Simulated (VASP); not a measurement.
Write the native input for VASP 6.6.1 that does the following.

| Quantity | Value |
| --- | --- |
| Task | single point |
| Functional | PBE |
| Potentials or basis | VASP PAW PBE potentials, release 64 (Ge_d) |
| Cutoff | 520 eV |
| k mesh | 15 × 15 × 15 |
| Occupations | fermi-dirac, width 0.08 eV |
| Spin | no spin polarisation |
| Dipole correction | no |
| Further INCAR settings | ALGO = Normal; EDIFF = 1e-06; NBANDS = 13 |

The structure of Ge lies in POSCAR:

```
Ge
1.0
    2.3833675579      0.0000000000      0.0000000000
    0.0000000000      2.3833675579      0.0000000000
    0.0000000000      0.0000000000      2.3833675579
Ge
1
Direct
    0.0000000000      0.0000000000      0.0000000000
```

This cell differs from its parent crystal: volume scaled by 0.68.

The input as run:

INCAR

```
SYSTEM = Ge
PREC     = Accurate       ! precision mode
ENCUT    = 520            ! plane-wave cutoff, eV
EDIFF    = 1E-6           ! SCF threshold, eV
ISMEAR   = -1             ! smearing method
SIGMA    = 0.08           ! smearing width, eV
LREAL    = .False.        ! projectors in reciprocal space
LASPH    = .True.         ! aspherical terms in the spheres
NELM     = 80             ! most SCF steps
ALGO     = Normal         ! electronic algorithm
ISIF     = 2              ! what is computed and relaxed
LWAVE    = .False.        ! write WAVECAR
LCHARG   = .False.        ! write CHGCAR
GGA      = PE             ! functional
NBANDS   = 13             ! bands
```

KPOINTS

```
regular mesh
0
Gamma
  15 15 15
  0 0 0
```

Potentials or basis: VASP PAW PBE potentials, release 64 (Ge_d).

The run is started by

```sh
$ cat potpaw_PBE.64/Ge_d/POTCAR > POTCAR
$ mpirun -np 1 vasp_std > vasp.out
```

Results of the run:

```json
{"Pressure": "64.2 GPa", "Band gap on the k mesh": "zero (band 7 reaches 19.59 eV, above the bottom of band 8 at 7.88 eV)"}
```

It took 5.7 s on 1 thread of Intel(R) Xeon(R) 6975P-C (Granite Rapids), on a shared host, peak memory 0.13 GiB.
